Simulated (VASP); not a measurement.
A run of VASP 6.6.1 is set up as follows.

File INCAR:

```
SYSTEM = PbS
  ALGO = Normal
  EDIFF = 1E-6
  ENCUT = 500
  GGA = PE
  GGA_COMPAT = .FALSE.
  ISIF = 2
  ISMEAR = 1
  LASPH = .TRUE.
  LCHARG = .TRUE.
  LELF = .TRUE.
  LREAL = .FALSE.
  LVHAR = .TRUE.
  LWAVE = .FALSE.
  NBANDS = 17
  NELM = 120
  PREC = Accurate
  SIGMA = 0.02
```

The input KPOINTS:

```
k-points
0
G
  6 6 6
  0 0 0
```

Contents of POSCAR:

```
PbS
1.0
    0.0000000000      3.0239167281      3.0239167281
    3.0239167281      0.0000000000      3.0239167281
    3.0239167281      3.0239167281      0.0000000000
Pb S
1 1
Direct
    0.0000000000      0.0000000000      0.0000000000
    0.5000000000      0.5000000000      0.5000000000
```

Potentials or basis: VASP PAW PBE potentials, release 64 (Pb_d, S).

The run is started by

```console
$ cat potpaw_PBE.64/Pb_d/POTCAR potpaw_PBE.64/S/POTCAR > POTCAR
$ mpirun -np 1 vasp_std > vasp.out
```

**Question.** What does it give for the band gap on the k mesh?

**Answer.** 0.56 eV, direct.

**Question.** Predict the pressure.

**Answer.** -1.1 GPa.

Caveat: spin-orbit coupling is left out, which moves the levels of the heavy elements. A k mesh can miss the band edges.
